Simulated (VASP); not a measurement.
A run of VASP 6.6.1 is set up as follows.

The input INCAR:

```
PREC     = Accurate       # precision mode
ENCUT    = 520            # plane-wave cutoff, eV
EDIFF    = 1E-6           # SCF threshold, eV
ISMEAR   = -1             # smearing method
SIGMA    = 0.1            # smearing width, eV
LREAL    = False          # projectors in reciprocal space
LASPH    = True           # aspherical terms in the spheres
NELM     = 150            # most SCF steps
ALGO     = Normal         # electronic algorithm
ISIF     = 2              # what is computed and relaxed
LWAVE    = False          # write WAVECAR
LCHARG   = False          # write CHGCAR
MAGMOM   = 0 0 0 0 0 0    # initial moments
LORBIT   = 11             # projections on sites
LSORBIT  = True           # spin-orbit coupling
GGA_COMPAT= False        
LORBMOM  = True         
GGA      = CA             # functional
NBANDS   = 40             # bands
```

The input KPOINTS:

```
regular mesh
0
Gamma
  11 11 6
```

File POSCAR:

```
Sn
1.0
    3.2864412422      0.0000000000      0.0000000000
   -1.6432206211      2.8461416038      0.0000000000
    0.0000000000      0.0000000000      5.4682625529
Sn
2
Direct
    0.3333333333      0.6666666667      0.2500000000
    0.6666666667      0.3333333333      0.7500000000
```

Potentials or basis: VASP PAW LDA potentials, release 64 (Sn_d).

Command:

```sh
$ cat potpaw_LDA.64/Sn_d/POTCAR > POTCAR
$ mpirun -np 1 vasp_ncl > vasp.out
```

**Question.** Estimate the net moment.

**Answer.** 0.00 μB per cell.

**Question.** What does it give for the pressure?

**Answer.** 0.0 GPa.

Moments on the atoms (μB; x, y, z):
```
Sn  0.00 0.00 0.00
Sn  0.00 0.00 0.00
```
